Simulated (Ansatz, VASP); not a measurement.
## C: VASP beside Ansatz

```
C
1.0
     2.46062    0.00000    0.00000
    -1.23031    2.13096    0.00000
     0.00000    0.00000    8.40566
C
8
Direct
  0.00000 0.00000 0.08563
  0.00000 0.00000 0.58563
  0.00000 0.00000 0.41437
  0.00000 0.00000 0.91437
  0.33333 0.66667 0.16122
  0.66667 0.33333 0.66122
  0.33333 0.66667 0.33878
  0.66667 0.33333 0.83878
```

Change from the starting cell: mode 21 frozen in at -0.060 Å, strain +e along z and -e/2 along x and y +0.0233.

Alike in both runs: task single point; functional LDA; k mesh 12 × 12 × 4; occupations gaussian, width 0.05 eV; no spin polarisation.

```csv
,VASP,Ansatz
version,VASP 6.6.1,Ansatz 0.2.0
potentials or method,"VASP PAW LDA potentials, release 64 (C), cutoff 520 eV","scalar-relativistic, plane waves, PAW"
valence electrons in the cell,32,32
```

```csv
,VASP,Ansatz,Ansatz less VASP
gap on the k mesh at the Fermi level (eV),2.70,2.71,+0.014
least direct gap on the mesh (eV),3.84,3.84,-0.002
pressure (GPa),3.1,1.5,-1.65
"traceless stress, the component that is largest in VASP (GPa)",-23.72,-24.10,-0.387
rms of the force components (eV/Å),2.601,2.595,-0.0059
```

Ansatz warns that its potentials were made for another functional, while VASP's fit it. LDA's correlation is that of Perdew and Zunger in VASP and of Perdew and Wang (1992) in Ansatz. Atom by atom the forces differ by 0.006 eV/Å (rms over components).
